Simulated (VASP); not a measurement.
TaN: single point with PBEsol

Crystal: TaN.

```
Ta N
1.0
     2.85878    0.00000    0.00000
    -1.42939    2.47578    0.00000
     0.00000    0.00000    2.64294
Ta N
1 1
Direct
  0.33333 0.66667 0.50000
  0.00000 0.00000 0.00000
```

```json
{
 "Program": "VASP 6.6.1",
 "Task": "single point",
 "Functional": "PBEsol",
 "Potentials or basis": "VASP PAW PBE potentials, release 64 (Ta_pv, N)",
 "Cutoff": "520 eV",
 "k mesh": "21 × 21 × 18",
 "Occupations": "gaussian, width 0.15 eV",
 "Spin": "no spin polarisation"
}
```

The pressure is 66.3 GPa. The band gap on the k mesh is zero (bands 8 and 9 overlap by 0.59 eV).

Stress tensor (GPa, compression positive):
```
 46.34   0.00   0.00
  0.00  46.34   0.00
  0.00   0.00 106.12
```

Levels at points of the mesh, in eV from the Fermi level:
```tsv
k point	band 5	band 6	band 7	band 8	band 9	band 10	band 11	band 12
(0.00, 0.00, 0.00)	-5.83	-5.83	-4.97	-2.70	2.67	4.61	4.61	4.97
(0.00, 0.00, 0.50)	-10.35	-4.89	-4.89	-0.18	-0.18	3.12	3.12	3.66
```

It took 120 s on 1 thread of Intel Xeon 8259CL, with other jobs on the host, peak memory 0.25 GiB.

Caveat: the cell stands under pressure; the PAW data sets were made with another functional, which shifts forces and pressure a little; spin-orbit coupling is left out, which moves the levels of the heavy elements.
